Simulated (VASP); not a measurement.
# MnHg3 (Pm-3m) in VASP: notebook, part 3 of 3

VASP 6.6.1. The steps go on from the part before.

## (4) Single point, PBE, collinear spin, ferromagnetic start

This run uses another cell than the first one, of 21.56 Å³/atom, 1.136 times its volume.

INCAR

```
PREC = Accurate ; ENCUT = 520
EDIFF = 1E-6 ; ISMEAR = 0
SIGMA = 0.1 ; LREAL = F
LASPH = T ; NELM = 150
ALGO = Normal ; ISIF = 2
LWAVE = F ; LCHARG = F
ISPIN = 2 ; MAGMOM = 4 0 0 0
LORBIT = 11 ; LMAXMIX = 4
GGA = PE ; NBANDS = 36
```

KPOINTS

```
regular mesh
0
Gamma
  4 4 4
```

POSCAR

```
MnHg3
1.0
    4.4178500000      0.0000000000      0.0000000000
    0.0000000000      4.4178500000      0.0000000000
    0.0000000000      0.0000000000      4.4178500000
Mn Hg
1 3
Direct
    0.0000000000      0.0000000000      0.0000000000
    0.5000000000      0.0000000000      0.5000000000
    0.0000000000      0.5000000000      0.5000000000
    0.5000000000      0.5000000000      0.0000000000
```

Potentials or basis: VASP PAW PBE potentials, release 64 (Mn_pv, Hg).

The run is started by

```sh
> cat potpaw_PBE.64/Mn_pv/POTCAR potpaw_PBE.64/Hg/POTCAR > POTCAR
> mpirun -np 1 vasp_std > vasp.out
```

OUTCAR:

```text
PREC = Accurate
   ENCUT = 520
   EDIFF = 1E-6
   ISMEAR = 0
   LREAL = F
   LASPH = T
   NELM = 150
   ISIF = 2
   ISPIN = 2
   LORBIT = 11
   GGA = PE

 ion  position               nearest neighbor table
   1  0.000  0.000  0.000-   2 3.12   3 3.12   4 3.12   2 3.12   3 3.12   3 3.12   4 3.12   3 3.12
                             2 3.12   4 3.12   2 3.12   4 3.12
   2  0.500  0.000  0.500-   1 3.12   3 3.12   4 3.12   1 3.12   4 3.12   3 3.12   4 3.12   4 3.12
                             1 3.12   3 3.12   1 3.12   3 3.12
   3  0.000  0.500  0.500-   1 3.12   2 3.12   4 3.12   1 3.12   4 3.12   1 3.12   2 3.12   1 3.12
                             2 3.12   4 3.12   4 3.12   2 3.12
   4  0.500  0.500  0.000-   1 3.12   2 3.12   3 3.12   2 3.12   3 3.12   1 3.12   2 3.12   2 3.12
                             1 3.12   3 3.12   3 3.12   1 3.12

  LATTYP: Found a simple cubic cell.
 ALAT       =     4.4178500000

  Lattice vectors:

 A1 = (   4.4178500000,   0.0000000000,   0.0000000000)
 A2 = (   0.0000000000,   4.4178500000,   0.0000000000)
 A3 = (   0.0000000000,   0.0000000000,   4.4178500000)

Analysis of symmetry for initial positions (statically):
=====================================================================
 Subroutine PRICEL returns:
 Original cell was already a primitive cell.

 Routine SETGRP: Setting up the symmetry group for a
 simple cubic supercell.

 Subroutine GETGRP returns: Found 48 space group operations
 (whereof 48 operations were pure point group operations)
 out of a pool of 48 trial point group operations.

The static configuration has the point symmetry O_h .

Analysis of symmetry for dynamics (positions and initial velocities):
=====================================================================
 Subroutine PRICEL returns:
 Original cell was already a primitive cell.

 Routine SETGRP: Setting up the symmetry group for a
 simple cubic supercell.

 Subroutine GETGRP returns: Found 48 space group operations
[... 153 lines left out ...]
  energy without entropy =       -8.25795490  energy(sigma->0) =       -8.26376937

 E-fermi :   4.0035     XC(G=0): -11.0877

 val. band max:        3.9433611673   @ k =   0.5000   0.0000   0.0000
 cond. band min:       4.0197021169   @ k =   0.5000   0.2500   0.2500
 fundamental gap:      0.0763409496
 Fermi energy:         4.0035439098

 spin component 1

 k-point     1 :       0.0000    0.0000    0.0000
  band No.  band energies     occupation
      1     -46.4058      1.00000
      2     -46.4058      1.00000
      3     -46.4058      1.00000
      4      -5.4724      1.00000
      5      -4.4899      1.00000
      6      -4.2715      1.00000
[... 379 lines left out ...]
     35      17.0933      0.00000
     36      17.0944      0.00000
 Fermi energy:         4.0035439098

 spin component 2

 k-point     1 :       0.0000    0.0000    0.0000
  band No.  band energies     occupation
      1     -42.1937      1.00000
      2     -42.1937      1.00000
      3     -42.1937      1.00000
      4      -5.4549      1.00000
      5      -4.4541      1.00000
      6      -4.2824      1.00000
[... 379 lines left out ...]
     35      16.9979      0.00000
     36      17.0032      0.00000

------------------------ aborting loop because EDIFF is reached ----------------------------------------

  FORCE on cell =-STRESS in cart. coord.  units (eV):
  Direction    XX          YY          ZZ          XY          YZ          ZX
  --------------------------------------------------------------------------------------
  -------------------------------------------------------------------------------------
  Total       -0.2706642     -0.2706642     -0.2706642      0.0000000      0.0000000     -0.0000000
  in kB       -5.0293113     -5.0293113     -5.0293113      0.0000000      0.0000000     -0.0000000
  external PRESSURE =      -5.0293113 kB  Pullay stress =       0.0000000 kB

 VOLUME and BASIS-vectors are now :
 -----------------------------------------------------------------------------
  energy-cutoff  :      520.00
  volume of cell :       86.22
      direct lattice vectors                 reciprocal lattice vectors
     4.417850000  0.000000000  0.000000000     0.226354448  0.000000000  0.000000000
     0.000000000  4.417850000  0.000000000     0.000000000  0.226354448  0.000000000
     0.000000000  0.000000000  4.417850000     0.000000000  0.000000000  0.226354448

 POSITION                                       TOTAL-FORCE (eV/Angst)
 -----------------------------------------------------------------------------------
      0.00000      0.00000      0.00000         0.000000      0.000000      0.000000
      2.20892      0.00000      2.20892         0.000000      0.000000      0.000000
      0.00000      2.20892      2.20892         0.000000      0.000000      0.000000
      2.20892      2.20892      0.00000         0.000000      0.000000      0.000000
 -----------------------------------------------------------------------------------
    total drift:                                0.000000      0.000000      0.000000

  FREE ENERGIE OF THE ION-ELECTRON SYSTEM (eV)
  ---------------------------------------------------
  free  energy   TOTEN  =        -8.2695838434 eV

  energy  without entropy=       -8.2579549007  energy(sigma->0) =       -8.26376937

 total charge

# of ion       s       p       d       tot
------------------------------------------
    1        0.225   6.108   4.972  11.305
    2        0.825   0.347   9.305  10.478
    3        0.825   0.347   9.305  10.478
    4        0.825   0.347   9.305  10.478
--------------------------------------------------
tot          2.701   7.150  32.887  42.738

 magnetization (x)

# of ion       s       p       d       tot
------------------------------------------
    1        0.046   0.006   3.937   3.989
    2       -0.012  -0.035   0.008  -0.039
    3       -0.012  -0.035   0.008  -0.039
    4       -0.012  -0.035   0.008  -0.039
--------------------------------------------------
tot          0.010  -0.098   3.961   3.873
```

OSZICAR:

```text
N       E                     dE             d eps       ncg     rms          rms(c)
DAV:   1     0.462806878678E+03    0.46281E+03   -0.25420E+04  1536   0.140E+03
DAV:   2     0.929712300008E+01   -0.45351E+03   -0.42762E+03  1452   0.399E+02
DAV:   3    -0.854646252988E+01   -0.17844E+02   -0.17528E+02  1568   0.903E+01
DAV:   4    -0.870147268586E+01   -0.15501E+00   -0.15481E+00  1604   0.771E+00
DAV:   5    -0.870335642684E+01   -0.18837E-02   -0.18837E-02  1592   0.774E-01    0.109E+01
DAV:   6    -0.892643377958E+01   -0.22308E+00   -0.40660E+00  1520   0.174E+01    0.118E+01
DAV:   7    -0.829610719282E+01    0.63033E+00   -0.16934E+00  1540   0.147E+01    0.675E+00
DAV:   8    -0.826721252468E+01    0.28895E-01   -0.18822E-01  1520   0.303E+00    0.352E+00
DAV:   9    -0.826778154325E+01   -0.56902E-03   -0.36273E-02  1540   0.162E+00    0.101E+00
DAV:  10    -0.826960158386E+01   -0.18200E-02   -0.87929E-03  1564   0.668E-01    0.214E-01
DAV:  11    -0.826955157614E+01    0.50008E-04   -0.60445E-04  1568   0.229E-01    0.837E-02
DAV:  12    -0.826956593984E+01   -0.14364E-04   -0.14511E-04  1568   0.840E-02    0.340E-02
DAV:  13    -0.826958439786E+01   -0.18458E-04   -0.18403E-05  1552   0.273E-02    0.192E-02
DAV:  14    -0.826958384342E+01    0.55444E-06   -0.43612E-06  1324   0.190E-02
   1 F= -.82695838E+01 E0= -.82637694E+01  d E =-.116289E-01  mag=     3.9438
```

Run time: 31 s. Hardware: 1 thread of Intel Xeon 6975P-C (Granite Rapids), shared host; peak memory 0.26 GiB.

Results:

| Property | Result |
| --- | --- |
| Free energy | -8.2696 eV |
| Pressure | -0.5 GPa |
| Net moment | 3.94 μB per cell |
| Site moments | Mn +3.99; Hg -0.04 μB |
| Valence electrons inside the program's atomic spheres | Mn 11.30; Hg 10.48 |

Caveat: spin-orbit coupling is left out, which moves the levels of the heavy elements.

## (5) Summary

| spin | cell | k mesh | gap on the mesh (eV) | pressure (GPa) |
| --- | --- | --- | --- | --- |
| off | a = 4.234 Å, 4 atoms | 10 × 10 × 10 | none | 0.7 |
| off | a = 4.418 Å, 4 atoms | 10 × 10 × 10 | none | -7.6 |
| collinear, ferromagnetic start | a = 4.418 Å, 4 atoms | 4 × 4 × 4 | none | -0.5 |

Alike in all rows: task single point; level PBE; potentials or basis VASP PAW PBE potentials, release 64 (Mn_pv, Hg); cutoff (eV) 520; smearing gaussian 0.1 eV.

Caveats: spin-orbit coupling is left out, which moves the levels of the heavy elements.

Absolute energies hang on the potentials; compare differences alone.
